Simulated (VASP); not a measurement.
# Sb (R-3m) in VASP: further runs

The runs below take Sb through single point, relaxation of cell and atoms, with PBE+D3(BJ).

All numbers are computed with VASP 6.6.1; they aren't measurements. Logs are shortened: lines on timing, memory, paths and dates and some standing lists are left out, and cuts for length are marked.

## (1) The cell of the first run

Symmetry: R-3m, No. 166, trigonal system. The conventional cell has a = 4.291 Å, b = 4.291 Å, c = 11.062 Å, α = 90.00°, β = 90.00°, γ = 120.00°. Within 3.8 Å of Sb (site symmetry 3m) lie 6 Sb at 2.91 to 3.29 Å.

## (2) Single point, PBE+D3(BJ)

INCAR reads:

```
ALGO = Normal
EDIFF = 1E-7
ENCUT = 520
GGA = PE
ISIF = 2
ISMEAR = 0
IVDW = 12
LASPH = T
LCHARG = F
LREAL = F
LWAVE = F
NBANDS = 12
NELM = 80
PREC = Accurate
SIGMA = 0.1
```

KPOINTS reads:

```
k-points
0
Gamma
  6 6 6
```

POSCAR reads:

```
Sb
1.0
    2.1456054728      1.2387658973      3.6872906744
   -2.1456054728      1.2387658973      3.6872906744
    0.0000000000     -2.4775317946      3.6872906744
Sb
2
Direct
    0.2355824032      0.2355824032      0.2355824032
    0.7644175968      0.7644175968      0.7644175968
```

Potentials or basis: VASP PAW PBE potentials, release 64 (Sb).

Command:

```bash
$ cat potpaw_PBE.64/Sb/POTCAR > POTCAR
$ mpirun -np 1 vasp_std > vasp.out
```

OUTCAR:

```text
EDIFF = 1E-7
   ENCUT = 520
   GGA = PE
   ISIF = 2
   ISMEAR = 0
   IVDW = 12
   LASPH = T
   LREAL = F
   NELM = 80
   PREC = Accurate
 IVDW          = 12

 ion  position               nearest neighbor table
   1  0.236  0.236  0.236-   2 2.91   2 2.91   2 2.91   2 3.29   2 3.29   2 3.29
   2  0.764  0.764  0.764-   1 2.91   1 2.91   1 2.91   1 3.29   1 3.29   1 3.29

  LATTYP: Found a trigonal (rhomboedric) cell.
 ALAT       =     4.4423278032
 COS(alpha) =     0.5334388987

  Lattice vectors:

 A1 = (   2.1456054728,   1.2387658973,   3.6872906744)
 A2 = (  -2.1456054728,   1.2387658973,   3.6872906744)
 A3 = (   0.0000000000,  -2.4775317946,   3.6872906744)

Analysis of symmetry for initial positions (statically):
=====================================================================
 Subroutine PRICEL returns:
 Original cell was already a primitive cell.

 Routine SETGRP: Setting up the symmetry group for a
 trigonal (rhombohedral) supercell.

 Subroutine GETGRP returns: Found 12 space group operations
 (whereof 12 operations were pure point group operations)
 out of a pool of 12 trial point group operations.

The static configuration has the point symmetry D_3d.

Analysis of symmetry for dynamics (positions and initial velocities):
=====================================================================
 Subroutine PRICEL returns:
 Original cell was already a primitive cell.

 Routine SETGRP: Setting up the symmetry group for a
 trigonal (rhombohedral) supercell.

 Subroutine GETGRP returns: Found 12 space group operations
 (whereof 12 operations were pure point group operations)
 out of a pool of 12 trial point group operations.

The dynamic configuration has the point symmetry D_3d.

 Subroutine INISYM returns: Found 12 space group operations
 (whereof 12 operations are pure point group operations),
 and found     1 'primitive' translations

----------------------------------------------------------------------------------------

                                     Primitive cell

  volume of cell :      58.8028

  direct lattice vectors                    reciprocal lattice vectors
     2.145605473  1.238765897  3.687290674     0.233034454  0.134542505  0.090400612
    -2.145605473  1.238765897  3.687290674    -0.233034454  0.134542505  0.090400612
     0.000000000 -2.477531795  3.687290674     0.000000000 -0.269085010  0.090400612

  length of vectors
     4.442327803  4.442327803  4.442327803     0.283864427  0.283864427  0.283864427

  position of ions in fractional coordinates (direct lattice)
     0.235582403  0.235582403  0.235582403
     0.764417597  0.764417597  0.764417597

  ion indices of the primitive-cell ions
   primitive index   ion index
                 1           1
                 2           2

----------------------------------------------------------------------------------------

 KPOINTS: k-points

Automatic generation of k-mesh.
 Grid dimensions read from file:
 generate k-points for:    6    6    6

 Generating k-lattice:

  Cartesian coordinates                     Fractional coordinates (reciprocal lattice)
     0.038839076  0.022423751  0.015066769     0.166666667  0.000000000  0.000000000
    -0.038839076  0.022423751  0.015066769     0.000000000  0.166666667  0.000000000
     0.000000000 -0.044847502  0.015066769     0.000000000  0.000000000  0.166666667

  Length of vectors
     0.047310738  0.047310738  0.047310738

  Shift w.r.t. Gamma in fractional coordinates (k-lattice)
     0.000000000  0.000000000  0.000000000

 Subroutine IBZKPT returns following result:
 ===========================================

 Found     32 irreducible k-points:

 Following reciprocal coordinates:
            Coordinates               Weight
  0.000000  0.000000  0.000000      1.000000
  0.166667  0.000000  0.000000      6.000000
  0.333333  0.000000  0.000000      6.000000
  0.500000  0.000000  0.000000      3.000000
  0.166667  0.166667  0.000000      6.000000
  0.333333  0.166667  0.000000     12.000000
[... 16 lines left out ...]
  0.500000  0.500000  0.166667      6.000000
 -0.333333  0.500000  0.166667     12.000000
 [... further k-points ...]
   k-points           NKPTS =     32   k-points in BZ     NKDIM =     32   number of bands    NBANDS=     12
   number of dos      NEDOS =    301   number of ions     NIONS =      2
   total plane-waves  NPLWV =  46656
   dimension x,y,z NGX =    36 NGY =   36 NGZ =   36
   dimension x,y,z NGXF=    72 NGYF=   72 NGZF=   72
   ions per type =               2
   NGX,Y,Z   is equivalent  to a cutoff of  13.47, 13.47, 13.47 a.u.
   NGXF,Y,Z  is equivalent  to a cutoff of  26.94, 26.94, 26.94 a.u.
 SYSTEM =  unknown system
   PREC   = accura    normal or accurate (medium, high low for compatibility)
   ISTART =      0    job   : 0-new  1-cont  2-samecut
   ICHARG =      2    charge: 1-file 2-atom 10-const
   ISPIN  =      1    spin polarized calculation?
[... 71 lines left out ...]
      9      12.5656      0.00000
     10      12.5656      0.00000
     11      12.7007      0.00000
     12      14.1615      0.00000

 k-point     2 :       0.1667    0.0000    0.0000
  band No.  band energies     occupation
      1      -4.9581      2.00000
      2       1.6692      2.00000
      3       5.5824      2.00000
      4       5.7236      2.00000
      5       6.3082      2.00000
      6       9.4800      0.00000
      7       9.6407      0.00000
      8       9.6603      0.00000
      9      12.1155      0.00000
     10      12.6264      0.00000
     11      12.9083      0.00000
     12      15.9194      0.00000

 k-point     3 :       0.3333    0.0000    0.0000
  band No.  band energies     occupation
      1      -4.0358      2.00000
      2      -0.4805      2.00000
      3       5.7202      2.00000
      4       5.7224      2.00000
      5       6.8454      2.00000
      6       8.2525      0.00000
      7       8.4301      0.00000
      8       8.4339      0.00000
      9      13.3387      0.00000
     10      14.0803      0.00000
     11      14.5198      0.00000
     12      18.4142      0.00000

 k-point     4 :       0.5000    0.0000    0.0000
  band No.  band energies     occupation
      1      -2.8128      2.00000
      2      -2.1733      2.00000
      3       5.7662      2.00000
      4       5.9024      2.00000
      5       7.2683      2.00000
      6       7.4418      1.99819
      7       7.7952      0.06034
      8       7.9084      0.00050
      9      15.3946      0.00000
     10      16.0418      0.00000
     11      16.6961      0.00000
     12      16.7234      0.00000

 k-point     5 :       0.1667    0.1667    0.0000
  band No.  band energies     occupation
      1      -4.8715      2.00000
      2       1.6602      2.00000
      3       4.8679      2.00000
      4       5.1200      2.00000
      5       7.1120      2.00000
      6       8.3250      0.00000
      7      10.0905      0.00000
      8      10.9441      0.00000
      9      11.8412      0.00000
     10      13.4219      0.00000
     11      13.7024      0.00000
     12      14.8791      0.00000
[... 228 lines left out ...]
      1      -2.4328      2.00000
      2      -1.6803      2.00000
      3       3.0704      2.00000
      4       3.1534      2.00000
      5       6.9224      2.00000
      6       8.0483      0.00000
      7      11.8377      0.00000
      8      12.0417      0.00000
      9      13.0635      0.00000
     10      13.4933      0.00000
     11      17.4706      0.00000
     12      17.6878      0.00000

 k-point    22 :      -0.1667    0.3333    0.1667
  band No.  band energies     occupation
      1      -3.2967      2.00000
      2      -0.7519      2.00000
      3       3.2816      2.00000
      4       4.0598      2.00000
      5       5.9296      2.00000
      6       8.8394      0.00000
      7      10.9645      0.00000
      8      11.0416      0.00000
      9      12.7093      0.00000
     10      15.5787      0.00000
     11      15.9199      0.00000
     12      16.8850      0.00000

 k-point    23 :       0.5000    0.5000    0.1667
  band No.  band energies     occupation
      1      -3.0748      2.00000
      2      -0.5670      2.00000
      3       2.3450      2.00000
      4       4.1707      2.00000
      5       4.5380      2.00000
      6       9.8940      0.00000
      7      11.4531      0.00000
      8      12.3183      0.00000
      9      13.5091      0.00000
     10      16.5120      0.00000
     11      16.8524      0.00000
     12      17.4296      0.00000

 k-point    24 :      -0.3333    0.5000    0.1667
  band No.  band energies     occupation
      1      -2.4796      2.00000
      2      -1.1256      2.00000
      3       2.1161      2.00000
      4       3.0474      2.00000
      5       5.7476      2.00000
      6       9.5996      0.00000
      7      10.8883      0.00000
      8      13.3691      0.00000
      9      13.7451      0.00000
     10      14.7082      0.00000
     11      17.5427      0.00000
     12      18.3889      0.00000

 [... further k-points ...]

------------------------ aborting loop because EDIFF is reached ----------------------------------------

 Edisp (eV)   -0.97190

 E8    (eV) :    -0.4534

  FORCE on cell =-STRESS in cart. coord.  units (eV):
  Direction    XX          YY          ZZ          XY          YZ          ZX
  --------------------------------------------------------------------------------------
  -------------------------------------------------------------------------------------
  Total       0.42395     0.42395     0.32533    -0.00000     0.00000     0.00000
  in kB      11.55117    11.55117     8.86417    -0.00000     0.00000     0.00000
  external pressure =       10.66 kB  Pullay stress =        0.00 kB

 VOLUME and BASIS-vectors are now :
 -----------------------------------------------------------------------------
  energy-cutoff  :      520.00
  volume of cell :       58.80
      direct lattice vectors                 reciprocal lattice vectors
     2.145605473  1.238765897  3.687290674     0.233034454  0.134542505  0.090400612
    -2.145605473  1.238765897  3.687290674    -0.233034454  0.134542505  0.090400612
     0.000000000 -2.477531795  3.687290674     0.000000000 -0.269085010  0.090400612

 POSITION                                       TOTAL-FORCE (eV/Angst)
 -----------------------------------------------------------------------------------
      0.00000      0.00000      2.60598         0.000000      0.000000      0.023604
      0.00000      0.00000      8.45589         0.000000     -0.000000     -0.023604
 -----------------------------------------------------------------------------------
    total drift:                                0.000000      0.000000     -0.000000

  FREE ENERGIE OF THE ION-ELECTRON SYSTEM (eV)
  ---------------------------------------------------
  free  energy   TOTEN  =        -9.2121584410 eV

  energy  without entropy=       -9.2106688339  energy(sigma->0) =       -9.21141364
```

It took 19 s on 1 thread of AMD EPYC 7R13 (Zen 3), shared host; peak memory 0.18 GiB.

What came out:

```yaml
Free_energy: -9.2122 eV
Pressure: 1.1 GPa
Largest_force: 0.024 eV/Å
Band_gap_on_the_k_mesh: zero (bands 5 and 6 overlap by 0.28 eV)
Dispersion_energy_per_atom: -0.486 eV
```

Forces in eV/Å, atoms in the order of the input:
```
Sb   0.000  0.000  0.024
Sb   0.000  0.000 -0.024
```

Levels at points of the mesh, in eV from the Fermi level:
| k point | band 3 | band 4 | band 5 | band 6 | band 7 | band 8 |
| --- | --- | --- | --- | --- | --- | --- |
| (0.00, 0.00, 0.00) | -2.13 | -1.90 | -1.90 | 2.23 | 2.76 | 2.76 |
| (0.50, 0.00, 0.00) | -1.90 | -1.76 | -0.39 | -0.22 | 0.13 | 0.25 |
| (0.50, 0.50, 0.00) | -5.71 | -3.93 | -3.84 | 1.48 | 5.05 | 5.50 |
| (0.50, 0.50, 0.50) | -1.35 | -1.35 | -0.46 | -0.08 | -0.08 | 0.96 |

Caveat: spin-orbit coupling is left out, which moves the levels of the heavy elements.

## (3) Relaxation of cell and atoms, PBE+D3(BJ), target pressure 1 GPa, at which the enthalpy is minimised

This run uses another cell than the first one, of 30.21 Å³/atom.

INCAR reads:

```
PREC     = Accurate       # precision mode
ENCUT    = 600            # plane-wave cutoff, eV
EDIFF    = 1E-6           # SCF threshold, eV
ISMEAR   = 0              # smearing method
SIGMA    = 0.1            # smearing width, eV
LREAL    = F              # projectors in reciprocal space
LASPH    = T              # aspherical terms in the spheres
NELM     = 80             # most SCF steps
ALGO     = Normal         # electronic algorithm
ISIF     = 3              # what is computed and relaxed
LWAVE    = F              # write WAVECAR
LCHARG   = F              # write CHGCAR
GGA      = PE             # functional
IVDW     = 12             # dispersion correction
IBRION   = 2              # ionic algorithm
NSW      = 80             # ionic steps
EDIFFG   = -0.05          # ionic threshold
PSTRESS  = 10.0
```

KPOINTS reads:

```
regular mesh
0
Gamma
  6 6 6
```

POSCAR reads:

```
Sb
1.0
    2.1542000000      1.2437279499      3.7580000000
   -2.1542000000      1.2437279499      3.7580000000
    0.0000000000     -2.4874558998      3.7580000000
Sb
2
Direct
    0.2334900000      0.2334900000      0.2334900000
    0.7665100000      0.7665100000      0.7665100000
```

Potentials or basis: VASP PAW PBE potentials, release 64 (Sb).

Command:

```bash
$ cat potpaw_PBE.64/Sb/POTCAR > POTCAR
$ mpirun -np 1 vasp_std > vasp.out
```

Wall time 40 s (1 thread of AMD EPYC 7R13 (Zen 3), shared host); peak memory 0.18 GiB.

The run converged. Its results:

| Quantity | Value |
| --- | --- |
| Free energy | -9.2114 eV |
| Relaxed volume | 29.32 Å³/atom |
| Relaxed cell | a = 4.434 Å, b = 4.434 Å, c = 4.434 Å, α = 57.87°, β = 57.87°, γ = 57.87° |
| Space group after relaxing (to 0.1 Å) | R-3m (No. 166) |
| Energy change on relaxing (the run minimises the enthalpy) | +1.4 meV/atom |
| Ionic steps | 5 |
| Pressure after relaxing | 1.1 GPa |
| Largest force after relaxing | 0.010 eV/Å |
| Band gap on the k mesh | zero (bands 5 and 6 overlap by 0.28 eV) |
| Dispersion energy per atom | -0.487 eV |

Forces on the atoms (eV/Å):
```
Sb   0.000  0.000 -0.010
Sb   0.000  0.000  0.010
```

Stress tensor (GPa, compression positive):
```
1.17 0.00 0.00
0.00 1.17 0.00
0.00 0.00 0.96
```

The path:
```csv
step,energy change (eV),largest force (eV/Å),pressure (GPa),volume (Å³)
1,0.0000,0.1098,0.23,60.41
2,0.0040,0.1742,1.30,59.16
3,0.0040,0.1743,1.30,59.15
4,0.0023,0.0798,1.18,58.90
5,0.0028,0.0096,1.10,58.64
```

Final structure:
```yaml
crystal:
  lattice:
    - [2.14542, 1.23866, 3.67798]
    - [-2.14542, 1.23866, 3.67798]
    - [0.00000, -2.47732, 3.67798]
  atoms:
    - { symbol: Sb, position: [0.23601, 0.23601, 0.23601] }
    - { symbol: Sb, position: [0.76399, 0.76399, 0.76399] }
```

Levels at points of the mesh, in eV from the Fermi level:
```tsv
k point	band 2	band 3	band 4	band 5	band 6	band 7	band 8	band 9
(0.00, 0.00, 0.00)	-4.68	-2.13	-1.90	-1.90	2.28	2.78	2.78	4.88
(0.50, 0.00, 0.00)	-9.85	-1.87	-1.73	-0.41	-0.21	0.13	0.21	7.77
(0.50, 0.50, 0.00)	-7.98	-5.74	-3.94	-3.85	1.49	5.07	5.49	7.20
(0.50, 0.50, 0.50)	-9.30	-1.34	-1.34	-0.44	-0.11	-0.11	0.94	7.25
```

Caveat: the cell is relaxed towards a set pressure, so the run minimises the enthalpy, not the energy; spin-orbit coupling is left out, which moves the levels of the heavy elements.

## (4) Single point, PBE+D3(BJ)

This run uses another cell than the first one, of 29.07 Å³/atom.

INCAR reads:

```
PREC = Accurate
ENCUT = 520
EDIFF = 1E-6
ISMEAR = -1
SIGMA = 0.1
LREAL = False
LASPH = True
NELM = 100
ALGO = Normal
ISIF = 2
LWAVE = False
LCHARG = False
GGA = PE
IVDW = 12
NBANDS = 12
```

KPOINTS reads:

```
Automatic mesh
0
Gamma
  12 12 12
```

POSCAR reads:

```
Sb
1.0
    2.1494686918      1.2409963278      3.6323543401
   -2.1494686918      1.2409963278      3.6323543401
    0.0000000000     -2.4819926557      3.6323543401
Sb
2
Direct
    0.2377777634      0.2377777634      0.2377777634
    0.7622222366      0.7622222366      0.7622222366
```

Command:

```bash
$ cat potpaw_PBE.64/Sb/POTCAR > POTCAR
$ mpirun -np 1 vasp_std > vasp.out
```

Wall time 92 s (1 thread of AMD EPYC 7R13 (Zen 3), shared host); peak memory 0.26 GiB.

Results (log left out):

```yaml
Free_energy: -9.2058 eV
Pressure: 1.1 GPa
Largest_force: 0.036 eV/Å
Band_gap_on_the_k_mesh: zero (bands 5 and 6 overlap by 0.31 eV)
Dispersion_energy_per_atom: -0.492 eV
```

Forces on the atoms (eV/Å):
```
Sb   0.000  0.000  0.036
Sb   0.000  0.000 -0.036
```

Levels at points of the mesh, in eV from the Fermi level:
| k point | band 1 | band 2 | band 3 | band 4 | band 5 | band 6 | band 7 | band 8 | band 9 | band 10 |
| --- | --- | --- | --- | --- | --- | --- | --- | --- | --- | --- |
| (0.00, 0.00, 0.00) | -12.83 | -4.47 | -1.93 | -1.79 | -1.79 | 2.59 | 3.00 | 3.00 | 4.94 | 4.94 |
| (0.50, 0.00, 0.00) | -10.31 | -9.77 | -1.61 | -1.44 | -0.30 | -0.04 | 0.21 | 0.31 | 8.12 | 8.74 |
| (0.50, 0.50, 0.00) | -10.32 | -7.77 | -5.69 | -3.81 | -3.76 | 1.69 | 5.29 | 5.61 | 7.45 | 8.93 |
| (0.50, 0.50, 0.50) | -10.91 | -9.27 | -1.16 | -1.16 | -0.29 | -0.09 | -0.09 | 0.96 | 7.62 | 8.97 |

Caveat: spin-orbit coupling is left out, which moves the levels of the heavy elements.

## (5) Single point, PBE+D3(BJ)

This run uses another cell than the first one, of 29.07 Å³/atom.

INCAR reads:

```
SYSTEM = Sb
PREC = Accurate
ENCUT = 520
EDIFF = 1E-6
ISMEAR = -1
SIGMA = 0.1
LREAL = .FALSE.
LASPH = .TRUE.
NELM = 60
ALGO = Normal
ISIF = 2
LWAVE = .FALSE.
LCHARG = .FALSE.
GGA = PE
IVDW = 12
NBANDS = 12
```

KPOINTS reads:

```
regular mesh
0
G
  12 12 12
  0 0 0
```

POSCAR is that of step 4.

Command:

```bash
$ cat potpaw_PBE.64/Sb/POTCAR > POTCAR
$ mpirun -np 1 vasp_std > vasp.out
```

It took 93 s on 1 thread of AMD EPYC 7R13 (Zen 3), shared host; peak memory 0.26 GiB.

It converged, with:

```yaml
Free_energy: -9.2058 eV
Pressure: 1.1 GPa
Largest_force: 0.036 eV/Å
Band_gap_on_the_k_mesh: zero (bands 5 and 6 overlap by 0.31 eV)
Dispersion_energy_per_atom: -0.492 eV
```

Forces in eV/Å, atoms in the order of the input:
```
Sb   0.000  0.000  0.036
Sb   0.000  0.000 -0.036
```

Levels at points of the mesh, in eV from the Fermi level:
| k point | band 2 | band 3 | band 4 | band 5 | band 6 | band 7 | band 8 | band 9 |
| --- | --- | --- | --- | --- | --- | --- | --- | --- |
| (0.00, 0.00, 0.00) | -4.47 | -1.93 | -1.79 | -1.79 | 2.59 | 3.00 | 3.00 | 4.94 |
| (0.50, 0.00, 0.00) | -9.77 | -1.61 | -1.44 | -0.30 | -0.04 | 0.21 | 0.31 | 8.12 |
| (0.50, 0.50, 0.00) | -7.77 | -5.69 | -3.81 | -3.76 | 1.69 | 5.29 | 5.61 | 7.45 |
| (0.50, 0.50, 0.50) | -9.27 | -1.16 | -1.16 | -0.29 | -0.09 | -0.09 | 0.96 | 7.62 |

Caveat: spin-orbit coupling is left out, which moves the levels of the heavy elements.

## (6) The runs side by side

| task | cell | k mesh | cutoff (eV) | smearing | gap on the mesh (eV) | pressure (GPa) | largest force (eV/Å) |
| --- | --- | --- | --- | --- | --- | --- | --- |
| single point | a = 4.442 Å, angles 57.8°, 2 atoms, atomic positions A | 6 × 6 × 6 | 520 | gaussian 0.1 eV | none | 1.1 | 0.02 |
| relaxation of cell and atoms | relaxed to 1 GPa from a = 4.507 Å, angles 57.1°, 2 atoms, atomic positions B | 6 × 6 × 6 | 600 | gaussian 0.1 eV | none | 1.1 | 0.01 |
| single point | a = 4.399 Å, angles 58.5°, 2 atoms, atomic positions C | 12 × 12 × 12 | 520 | fermi-dirac 0.1 eV | none | 1.1 | 0.04 |

Alike in all rows: level PBE+D3(BJ); potentials or basis VASP PAW PBE potentials, release 64 (Sb); no spin polarisation.

Caveats: spin-orbit coupling is left out, which moves the levels of the heavy elements; the cell is relaxed towards a set pressure, so the run minimises the enthalpy, not the energy (at least some runs).

Total energies depend on the potentials used, so only differences within one code and one set of settings carry meaning.
